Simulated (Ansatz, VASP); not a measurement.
GaN: VASP beside Ansatz

```
CELL_PARAMETERS angstrom
3.18282 0.00000 0.00000
-1.59141 2.75640 0.00000
0.00000 0.00000 5.18567
ATOMIC_POSITIONS crystal
Ga 0.33333 0.66667 0.99094
Ga 0.66667 0.33333 0.49094
N 0.33333 0.66667 0.38606
N 0.66667 0.33333 0.88606
```

Change from the starting cell: polar distortion scaled by 0.85.

Alike in both runs: task single point; functional PBEsol; k mesh 12 × 12 × 6; no spin polarisation.

|  | VASP | Ansatz |
| --- | --- | --- |
| version | VASP 6.6.1 | Ansatz 0.2.0 |
| potentials or method | VASP PAW PBE potentials, release 64 (Ga_d, N), cutoff 520 eV | scalar-relativistic, plane waves, PAW |
| occupations | gaussian, width 0.01 eV | fixed |
| valence electrons in the cell | 36 | 36 |

```csv
,VASP,Ansatz,Ansatz less VASP
gap on the k mesh at the Fermi level (eV),1.79,1.77,-0.013
least direct gap on the mesh (eV),1.79,1.77,-0.013
pressure (GPa),0.7,0.9,+0.20
"traceless stress, the component that is largest in VASP (GPa)",-5.26,-5.43,-0.170
rms of the force components (eV/Å),0.487,0.493,+0.0068
```

VASP's potentials were made for PBE, not for PBEsol, and Ansatz warns of the same on its side. Atom by atom the forces differ by 0.007 eV/Å (rms over components).
